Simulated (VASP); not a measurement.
Here is a VASP 6.6.1 calculation.

INCAR

```
SYSTEM = SrMg
ALGO = Normal
EDIFF = 1E-6
ENCUT = 520
GGA = CA
ISIF = 2
ISMEAR = -1
LASPH = .True.
LCHARG = .True.
LELF = .True.
LREAL = .False.
LVHAR = .True.
LWAVE = .False.
NBANDS = 13
NELM = 60
PREC = Accurate
SIGMA = 0.05
```

KPOINTS

```
k-points
0
Gamma
  9 9 9
  0 0 0
```

File POSCAR:

```
SrMg
1.0
    3.9000000000      0.0000000000      0.0000000000
    0.0000000000      3.9000000000      0.0000000000
    0.0000000000      0.0000000000      3.9780000000
Sr Mg
1 1
Direct
    0.5000000000      0.5000000000      0.5000000000
    0.0000000000      0.0000000000      0.0000000000
```

Potentials or basis: VASP PAW LDA potentials, release 64 (Sr_sv, Mg).

Launch:

```sh
$ cat potpaw_LDA.64/Sr_sv/POTCAR potpaw_LDA.64/Mg/POTCAR > POTCAR
$ mpirun -np 1 vasp_std > vasp.out
```

(1) Estimate the pressure.

(2) Predict the band gap on the k mesh.

Answers

(1) 2.6 GPa.

(2) zero (bands 6 and 7 overlap by 1.32 eV).

Caveat: the cell differs from its parent crystal (zz strain of +2 %).
